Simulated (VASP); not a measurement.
# Ag in VASP: a series of runs

The runs below take Ag through single point, with LDA.

Program: VASP 6.6.1. These are calculated values, not measurements. Logs are shortened: lines on timing, memory, paths and dates and some standing lists are left out, and cuts for length are marked.

## (1) The cell of the first run

It takes space group P6_3/mmc (No. 194, hexagonal). Conventional cell: a = 2.989 Å, b = 2.989 Å, c = 4.790 Å, α = 90.00°, β = 90.00°, γ = 120.00°. Within 3.9 Å of Ag (site symmetry -6m2) lie 12 Ag at 2.95 to 2.99 Å.

## (2) Single point, LDA (equal xx and yy strain of +2 %)

INCAR

```
ALGO = Normal
EDIFF = 1E-6
ENCUT = 520
ISIF = 2
ISMEAR = -1
LASPH = True
LCHARG = True
LELF = True
LREAL = False
LVHAR = True
LWAVE = False
NBANDS = 18
NELM = 100
PREC = Accurate
SIGMA = 0.05
```

KPOINTS

```
k-points
0
Gamma
  14 14 8
```

POSCAR

```
Ag
1.0
    2.9885980420      0.0000000000      0.0000000000
   -1.4942990210      2.5882018261      0.0000000000
    0.0000000000      0.0000000000      4.7900000000
Ag
2
Direct
    0.3333333333      0.6666666667      0.2500000000
    0.6666666667      0.3333333333      0.7500000000
```

Potentials or basis: VASP PAW LDA potentials, release 64 (Ag).

The run is started by

```bash
$ cat potpaw_LDA.64/Ag/POTCAR > POTCAR
$ mpirun -np 1 vasp_std > vasp.out
```

OUTCAR:

```text
EDIFF = 1E-6
   ENCUT = 520
   ISIF = 2
   ISMEAR = -1
   LASPH = True
   LREAL = False
   NELM = 100
   PREC = Accurate

 ion  position               nearest neighbor table
   1  0.333  0.667  0.250-   2 2.95   2 2.95   2 2.95   2 2.95   2 2.95   2 2.95
   2  0.667  0.333  0.750-   1 2.95   1 2.95   1 2.95   1 2.95   1 2.95   1 2.95

  LATTYP: Found a hexagonal cell.
 ALAT       =     2.9885980420
 C/A-ratio  =     1.6027581939

  Lattice vectors:

 A1 = (   2.9885980420,   0.0000000000,   0.0000000000)
 A2 = (  -1.4942990210,   2.5882018261,   0.0000000000)
 A3 = (   0.0000000000,   0.0000000000,   4.7900000000)

Analysis of symmetry for initial positions (statically):
=====================================================================
 Subroutine PRICEL returns:
 Original cell was already a primitive cell.

 Routine SETGRP: Setting up the symmetry group for a
 hexagonal supercell.

 Subroutine GETGRP returns: Found 24 space group operations
 (whereof 12 operations were pure point group operations)
 out of a pool of 24 trial point group operations.

The static configuration has the point symmetry D_3d.
 The point group associated with its full space group is D_6h.

Analysis of symmetry for dynamics (positions and initial velocities):
=====================================================================
 Subroutine PRICEL returns:
 Original cell was already a primitive cell.

 Routine SETGRP: Setting up the symmetry group for a
 hexagonal supercell.

 Subroutine GETGRP returns: Found 24 space group operations
 (whereof 12 operations were pure point group operations)
 out of a pool of 24 trial point group operations.

The dynamic configuration has the point symmetry D_3d.
 The point group associated with its full space group is D_6h.

 Subroutine INISYM returns: Found 24 space group operations
 (whereof 12 operations are pure point group operations),
 and found     1 'primitive' translations

----------------------------------------------------------------------------------------

                                     Primitive cell

  volume of cell :      37.0511

  direct lattice vectors                    reciprocal lattice vectors
     2.988598042  0.000000000  0.000000000     0.334605051  0.193184316  0.000000000
    -1.494299021  2.588201826  0.000000000     0.000000000  0.386368632  0.000000000
     0.000000000  0.000000000  4.790000000     0.000000000  0.000000000  0.208768267

  length of vectors
     2.988598042  2.988598042  4.790000000     0.386368632  0.386368632  0.208768267

  position of ions in fractional coordinates (direct lattice)
     0.333333333  0.666666667  0.250000000
     0.666666667  0.333333333  0.750000000

  ion indices of the primitive-cell ions
   primitive index   ion index
                 1           1
                 2           2

----------------------------------------------------------------------------------------

 KPOINTS: k-points

Automatic generation of k-mesh.
 Grid dimensions read from file:
 generate k-points for:   14   14    8

 Generating k-lattice:

  Cartesian coordinates                     Fractional coordinates (reciprocal lattice)
     0.023900361  0.013798880  0.000000000     0.071428571 -0.000000000  0.000000000
     0.000000000  0.027597759  0.000000000     0.000000000  0.071428571  0.000000000
     0.000000000  0.000000000  0.026096033     0.000000000  0.000000000  0.125000000

  Length of vectors
     0.027597759  0.027597759  0.026096033

  Shift w.r.t. Gamma in fractional coordinates (k-lattice)
     0.000000000  0.000000000  0.000000000

 Subroutine IBZKPT returns following result:
 ===========================================

 Found    120 irreducible k-points:

 Following reciprocal coordinates:
            Coordinates               Weight
  0.000000  0.000000  0.000000      1.000000
  0.071429  0.000000  0.000000      6.000000
  0.142857  0.000000  0.000000      6.000000
  0.214286  0.000000  0.000000      6.000000
  0.285714 -0.000000  0.000000      6.000000
  0.357143 -0.000000  0.000000      6.000000
[... 16 lines left out ...]
  0.285714  0.285714  0.000000      6.000000
  0.357143  0.285714  0.000000      6.000000
 [... further k-points ...]
   k-points           NKPTS =    120   k-points in BZ     NKDIM =    120   number of bands    NBANDS=     18
   number of dos      NEDOS =    301   number of ions     NIONS =      2
   total plane-waves  NPLWV =  20736
   dimension x,y,z NGX =    24 NGY =   24 NGZ =   36
   dimension x,y,z NGXF=    48 NGYF=   48 NGZF=   72
   ions per type =               2
   NGX,Y,Z   is equivalent  to a cutoff of  13.35, 13.35, 12.49 a.u.
   NGXF,Y,Z  is equivalent  to a cutoff of  26.70, 26.70, 24.99 a.u.
 SYSTEM =  unknown system
   PREC   = accura    normal or accurate (medium, high low for compatibility)
   ISTART =      0    job   : 0-new  1-cont  2-samecut
   ICHARG =      2    charge: 1-file 2-atom 10-const
   ISPIN  =      1    spin polarized calculation?
   LNONCOLLINEAR =      F non collinear calculations
   LSORBIT =      F    spin-orbit coupling
   LASPH  =      T    aspherical Exc in radial PAW
   ENCUT  =  520.0 eV  38.22 Ry    6.18 a.u.   5.56  5.56  8.91*2*pi/ulx,y,z
   NELM   =    100;   NELMIN=  2; NELMDL= -5     # of ELM steps
   EDIFF  = 0.1E-05   stopping-criterion for ELM
   LREAL  =      F    real-space projection
   EDIFFG = 0.1E-04   stopping-criterion for IOM
   NSW    =      0    number of steps for IOM
   IBRION =     -1    ionic relax: 0-MD 1-quasi-New 2-CG
   NFREE  =      0    steps in history (QN), initial steepest desc. (CG)
   ISIF   =      2    stress and relaxation
   ISYM   =      2    0-nonsym 1-usesym 2-fastsym
   POTIM  = 0.5000    time-step for ionic-motion
   TEBEG  =    0.0;   TEEND  =   0.0 temperature during run
   PSTRESS=    0.0 pullay stress
   NELECT =      22.0000    total number of electrons
   NUPDOWN=      -1.0000    fix difference up-down
   EMIN   =  10.00;   EMAX   =-10.00  energy-range for DOS
   EFERMI =   0.00;   METHOD = LEGACY
   ISMEAR =    -1;   SIGMA  =   0.05  broadening in eV -4-tet -1-fermi 0-gaus
   EFERMI_NEDOS =   21; number of points for ismear=-14 and -15
   IALGO  =     38    algorithm
   IMIX   =      4    mixing-type and parameters
     AMIX     =   0.40;   BMIX     =  1.00
     AMIX_MAG =   1.60;   BMIX_MAG =  1.00
  volume/ion in A,a.u.               =      18.53       125.02
  Fermi-wavevector in a.u.,A,eV,Ry     =   1.375990  2.600244 25.760577  1.893349
  Thomas-Fermi vector in A             =   2.501276
   LORBIT       =      0    0 simple, 1 ext, 2 COOP (PROOUT), +10 PAW based schemes
   GGA     = CA    functional components
   LHFCALC =     F    Hartree Fock is set to
   AEXX    =    0.0000 exact exchange contribution
   IVDW    =     0    specifies the selected vdW correction
   LEPSILON=     F    determine dielectric tensor
   LRPA    =     F    only Hartree local field effects (RPA)
 non-spin polarized calculation
  energy-cutoff  :      520.00
  volume of cell :       37.05
 maximum number of plane-waves:      1026
 NGX is ok and might be reduce to    24
   NGX = 11   NGY = 11   NGZ = 17

 number of electron      21.9999989 magnetization

 Free energy of the ion-electron system (eV)
  ---------------------------------------------------
  ext. energy  EPLUGINS =         0.00000000
  ---------------------------------------------------
  free energy    TOTEN  =        -7.31807464 eV

  energy without entropy =       -7.31464100  energy(sigma->0) =       -7.31635782

 E-fermi :   7.0047     XC(G=0): -12.1004

 val. band max:        6.9767179938   @ k =   0.4286   0.0714   0.2500
 cond. band min:       7.0397598368   @ k =   0.0714   0.0714   0.1250
 fundamental gap:      0.0630418430
 Fermi energy:         7.0046510169

 k-point     1 :       0.0000    0.0000    0.0000
  band No.  band energies     occupation
      1      -0.2056      2.00000
      2       1.1478      2.00000
      3       2.6119      2.00000
      4       2.6339      2.00000
      5       2.6339      2.00000
      6       2.8548      2.00000
[... 10 lines left out ...]
     17      24.4397      0.00000
     18      24.5969      0.00000

 k-point     2 :       0.0714    0.0000    0.0000
  band No.  band energies     occupation
      1      -0.0754      2.00000
      2       1.2190      2.00000
      3       2.4925      2.00000
      4       2.6986      2.00000
      5       2.7483      2.00000
      6       2.8340      2.00000
[... 10 lines left out ...]
     17      24.7023      0.00000
     18      24.9704      0.00000

 k-point     3 :       0.1429    0.0000    0.0000
  band No.  band energies     occupation
      1       0.2965      2.00000
      2       1.3976      2.00000
      3       2.3583      2.00000
      4       2.7560      2.00000
      5       2.8258      2.00000
      6       2.8848      2.00000
[... 10 lines left out ...]
     17      24.6728      0.00000
     18      24.9892      0.00000

 k-point     4 :       0.2143    0.0000    0.0000
  band No.  band energies     occupation
      1       0.8297      2.00000
      2       1.5510      2.00000
      3       2.3176      2.00000
      4       2.4700      2.00000
      5       2.7176      2.00000
      6       2.8182      2.00000
[... 375 lines left out ...]
      4       2.4711      2.00000
      5       2.6854      2.00000
      6       2.7603      2.00000
[... 10 lines left out ...]
     17      17.5537      0.00000
     18      19.7102      0.00000

 k-point    23 :       0.2857    0.2857    0.0000
  band No.  band energies     occupation
      1       1.5667      2.00000
      2       1.8971      2.00000
      3       1.9685      2.00000
      4       2.4756      2.00000
      5       2.4773      2.00000
      6       2.7305      2.00000
[... 10 lines left out ...]
     17      18.0239      0.00000
     18      18.1083      0.00000

 k-point    24 :       0.3571    0.2857    0.0000
  band No.  band energies     occupation
      1       1.5403      2.00000
      2       1.9444      2.00000
      3       1.9982      2.00000
      4       2.4532      2.00000
      5       2.5244      2.00000
      6       2.6461      2.00000
[... 10 lines left out ...]
     17      17.0814      0.00000
     18      17.9069      0.00000

 [... further k-points ...]
[... 5 lines left out ...]
  --------------------------------------------------------------------------------------
  -------------------------------------------------------------------------------------
  Total       -3.0503940     -3.0503940     -2.8610132     -0.0000000      0.0000000      0.0000000
  in kB     -131.9062447   -131.9062447   -123.7169725     -0.0000000      0.0000000      0.0000000
  external PRESSURE =    -129.1764873 kB  Pullay stress =       0.0000000 kB

 VOLUME and BASIS-vectors are now :
 -----------------------------------------------------------------------------
  energy-cutoff  :      520.00
  volume of cell :       37.05
      direct lattice vectors                 reciprocal lattice vectors
     2.988598042  0.000000000  0.000000000     0.334605051  0.193184316  0.000000000
    -1.494299021  2.588201826  0.000000000     0.000000000  0.386368632  0.000000000
     0.000000000  0.000000000  4.790000000     0.000000000  0.000000000  0.208768267

 POSITION                                       TOTAL-FORCE (eV/Angst)
 -----------------------------------------------------------------------------------
     -0.00000      1.72547      1.19750         0.000000     -0.000000      0.000000
      1.49430      0.86273      3.59250        -0.000000      0.000000      0.000000
 -----------------------------------------------------------------------------------
    total drift:                                0.000000     -0.000000      0.000000

  FREE ENERGIE OF THE ION-ELECTRON SYSTEM (eV)
  ---------------------------------------------------
  free  energy   TOTEN  =        -7.3180746354 eV

  energy  without entropy=       -7.3146410035  energy(sigma->0) =       -7.31635782
```

It took 27 s on 1 thread of Intel Xeon Platinum 8488C (Sapphire Rapids), shared host; peak memory 0.19 GiB.

What came out:

```yaml
Free_energy: -7.3181 eV
Pressure: -12.9 GPa
Band_gap_on_the_k_mesh: zero (band 11 reaches 10.43 eV, above the bottom of band 12 at 3.76 eV)
```

Stress tensor (GPa, compression positive):
```
-13.19   0.00   0.00
  0.00 -13.19   0.00
  0.00   0.00 -12.37
```

Caveat: the cell differs from its parent crystal (equal xx and yy strain of +2 %).

## (3) Single point, LDA (equal xy, yz and zx shear strains of -2 %)

INCAR

```
ALGO     = Normal         # electronic algorithm
EDIFF    = 1E-6           # SCF threshold, eV
ENCUT    = 520            # plane-wave cutoff, eV
GGA      = CA             # functional
ISIF     = 2              # what is computed and relaxed
ISMEAR   = -1             # smearing method
LASPH    = True           # aspherical terms in the spheres
LCHARG   = False          # write CHGCAR
LREAL    = False          # projectors in reciprocal space
LWAVE    = False          # write WAVECAR
NBANDS   = 18             # bands
NELM     = 60             # most SCF steps
PREC     = Accurate       # precision mode
SIGMA    = 0.05           # smearing width, eV
```

KPOINTS is that of step 2.

POSCAR

```
Ag
1.0
    2.9299980804     -0.0292999808     -0.0292999808
   -1.4903735679      2.5521027611     -0.0107245373
   -0.0479000000     -0.0479000000      4.7900000000
Ag
2
Direct
    0.3333333333      0.6666666667      0.2500000000
    0.6666666667      0.3333333333      0.7500000000
```

Potentials or basis: VASP PAW LDA potentials, release 64 (Ag).

The run is started by

```bash
$ cat potpaw_LDA.64/Ag/POTCAR > POTCAR
$ mpirun -np 1 vasp_std > vasp.out
```

OUTCAR:

```text
EDIFF = 1E-6
   ENCUT = 520
   GGA = CA
   ISIF = 2
   ISMEAR = -1
   LASPH = True
   LREAL = False
   NELM = 60
   PREC = Accurate

 ion  position               nearest neighbor table
   1  0.333  0.667  0.250-   2 2.89   2 2.90   2 2.93   2 2.95   2 2.96   2 2.96
   2  0.667  0.333  0.750-   1 2.89   1 2.90   1 2.93   1 2.95   1 2.96   1 2.96

  LATTYP: Found a triclinic cell.
 ALAT       =     2.9049362415
 B/A-ratio  =     1.0087281861
 C/A-ratio  =     1.6490823129
 COS(alpha) =     0.0198960208
 COS(beta)  =     0.0274156886
 COS(gamma) =     0.4869832429

[... 193 lines left out ...]
      5       3.1124      2.00000
      6       3.1725      2.00000
[... 481 lines left out ...]
      5       3.1066      2.00000
      6       3.2714      2.00000
[... 10 lines left out ...]
     17      24.5986      0.00000
     18      25.3134      0.00000

 [... further k-points ...]
[... 5 lines left out ...]
  --------------------------------------------------------------------------------------
  -------------------------------------------------------------------------------------
  Total       -2.2936351     -2.2867401     -2.3272912      0.1236186      0.1153054      0.1142267
  in kB     -103.2203344   -102.9100412   -104.7349578      5.5632011      5.1890824      5.1405399
  external PRESSURE =    -103.6217778 kB  Pullay stress =       0.0000000 kB

 VOLUME and BASIS-vectors are now :
 -----------------------------------------------------------------------------
  energy-cutoff  :      520.00
  volume of cell :       35.60
      direct lattice vectors                 reciprocal lattice vectors
     2.929998080 -0.029299981 -0.029299981     0.343356901  0.200535961  0.005438929
    -1.490373568  2.552102761 -0.010724537     0.003981572  0.394175637  0.003981572
    -0.047900000 -0.047900000  4.790000000     0.002109196  0.002109196  0.208810451

 POSITION                                       TOTAL-FORCE (eV/Angst)
 -----------------------------------------------------------------------------------
     -0.02889      1.67966      1.18058         0.019074     -0.000479      0.004236
      1.42062      0.79524      3.56939        -0.019074      0.000479     -0.004236
 -----------------------------------------------------------------------------------
    total drift:                               -0.000000      0.000000     -0.000000

  FREE ENERGIE OF THE ION-ELECTRON SYSTEM (eV)
  ---------------------------------------------------
  free  energy   TOTEN  =        -7.4207211283 eV

  energy  without entropy=       -7.4156518767  energy(sigma->0) =       -7.41818650
```

Wall time 6.5 min (1 thread of Oxide Virtual Turin-like, shared host); peak memory 0.45 GiB.

What came out:

- Free energy: -7.4207 eV
- Pressure: -10.4 GPa
- Largest force: 0.020 eV/Å
- Band gap on the k mesh: zero (band 11 reaches 11.05 eV, above the bottom of band 12 at 4.31 eV)

Forces in eV/Å, atoms in the order of the input:
```
Ag   0.019  0.000  0.004
Ag  -0.019  0.000 -0.004
```

Stress tensor (GPa, compression positive):
```
-10.32   0.56   0.51
  0.56 -10.29   0.52
  0.51   0.52 -10.47
```

Levels at points of the mesh, in eV from the Fermi level:
```tsv
k point	band 7	band 8	band 9	band 10	band 11	band 12	band 13	band 14	band 15	band 16
(0.00, 0.00, 0.00)	-4.19	-3.95	-3.91	-3.00	-2.97	-0.28	3.36	15.58	17.41	17.49
(0.50, 0.00, 0.00)	-3.63	-2.84	-2.82	-2.71	0.24	1.59	6.52	7.32	8.97	10.09
(0.00, 0.50, 0.00)	-3.64	-2.86	-2.81	-2.73	0.15	1.47	6.50	7.12	8.90	10.29
(0.50, 0.50, 0.00)	-3.65	-2.87	-2.79	-2.74	0.07	1.35	6.51	6.87	8.83	10.13
(0.00, 0.00, 0.50)	-4.32	-4.32	-3.36	-3.33	-3.23	-3.21	10.82	10.82	15.87	15.92
(0.50, 0.00, 0.50)	-3.04	-3.00	-2.78	-2.74	0.76	1.06	4.26	4.74	12.92	12.93
(0.00, 0.50, 0.50)	-3.05	-3.01	-2.79	-2.76	0.71	0.93	4.18	4.53	13.21	13.22
(0.50, 0.50, 0.50)	-3.04	-3.02	-2.80	-2.78	0.69	0.77	4.14	4.27	13.50	13.50
```

Caveat: the cell differs from its parent crystal (equal xy, yz and zx shear strains of -2 %).

## (4) Single point, LDA (equal xy, yz and zx shear strains of -1 %)

INCAR

```
SYSTEM = Ag
ALGO = Normal ; EDIFF = 1E-6
ENCUT = 520 ; GGA = CA
ISIF = 2 ; ISMEAR = -1
LASPH = .TRUE. ; LCHARG = .FALSE.
LREAL = .FALSE. ; LWAVE = .FALSE.
NBANDS = 18 ; NELM = 80
PREC = Accurate ; SIGMA = 0.05
```

KPOINTS

```
k-points
0
G
  14 14 8
  0 0 0
```

POSCAR

```
Ag
1.0
    2.9299980804     -0.0146499904     -0.0146499904
   -1.4776863040      2.5447777659     -0.0053622686
   -0.0239500000     -0.0239500000      4.7900000000
Ag
2
Direct
    0.3333333333      0.6666666667      0.2500000000
    0.6666666667      0.3333333333      0.7500000000
```

The run is started by

```bash
$ cat potpaw_LDA.64/Ag/POTCAR > POTCAR
$ mpirun -np 1 vasp_std > vasp.out
```

It took 6.3 min on 1 thread of Oxide Virtual Turin-like, shared host; peak memory 0.44 GiB.

It converged, with:

* Free energy: -7.4230 eV
* Pressure: -10.4 GPa
* Largest force: 0.009 eV/Å
* Band gap on the k mesh: zero (band 11 reaches 11.08 eV, above the bottom of band 12 at 4.27 eV)

Forces in eV/Å, atoms in the order of the input:
```
Ag   0.008  0.000  0.001
Ag  -0.008  0.000 -0.001
```

Stress tensor (GPa, compression positive):
```
-10.32   0.30   0.29
  0.30 -10.31   0.29
  0.29   0.29 -10.63
```

Levels at points of the mesh, in eV from the Fermi level:
| k point | band 8 | band 9 | band 10 | band 11 | band 12 | band 13 | band 14 | band 15 |
| --- | --- | --- | --- | --- | --- | --- | --- | --- |
| (0.00, 0.00, 0.00) | -3.94 | -3.92 | -2.99 | -2.97 | -0.28 | 3.35 | 15.60 | 17.41 |
| (0.50, 0.00, 0.00) | -2.84 | -2.81 | -2.71 | 0.20 | 1.53 | 6.62 | 7.10 | 8.99 |
| (0.00, 0.50, 0.00) | -2.85 | -2.80 | -2.72 | 0.15 | 1.47 | 6.60 | 7.01 | 8.94 |
| (0.50, 0.50, 0.00) | -2.86 | -2.80 | -2.73 | 0.11 | 1.41 | 6.59 | 6.91 | 8.89 |
| (0.00, 0.00, 0.50) | -4.34 | -3.31 | -3.30 | -3.25 | -3.24 | 10.81 | 10.81 | 15.91 |
| (0.50, 0.00, 0.50) | -3.01 | -2.77 | -2.76 | 0.79 | 0.94 | 4.31 | 4.54 | 13.07 |
| (0.00, 0.50, 0.50) | -3.02 | -2.78 | -2.76 | 0.76 | 0.87 | 4.26 | 4.44 | 13.22 |
| (0.50, 0.50, 0.50) | -3.02 | -2.78 | -2.78 | 0.75 | 0.79 | 4.25 | 4.31 | 13.37 |

Caveat: the cell differs from its parent crystal (equal xy, yz and zx shear strains of -1 %).

## (5) Overview

```tsv
cell	gap on the mesh (eV)	pressure (GPa)	largest force (eV/Å)
a = 2.989, b = 2.989, c = 4.790 Å, angles 90.0, 90.0, 120.0°, 2 atoms	none	-12.9	-
a = 2.930, b = 2.955, c = 4.790 Å, angles 90.4, 91.1, 120.9°, 2 atoms	none	-10.4	0.02
a = 2.930, b = 2.943, c = 4.790 Å, angles 90.2, 90.6, 120.4°, 2 atoms	none	-10.4	0.01
```

Alike in all rows: task single point; level LDA; potentials or basis VASP PAW LDA potentials, release 64 (Ag); no spin polarisation; k mesh 14 × 14 × 8; cutoff (eV) 520; smearing fermi-dirac 0.05 eV.

Total energies depend on the potentials used, so only differences within one code and one set of settings carry meaning.
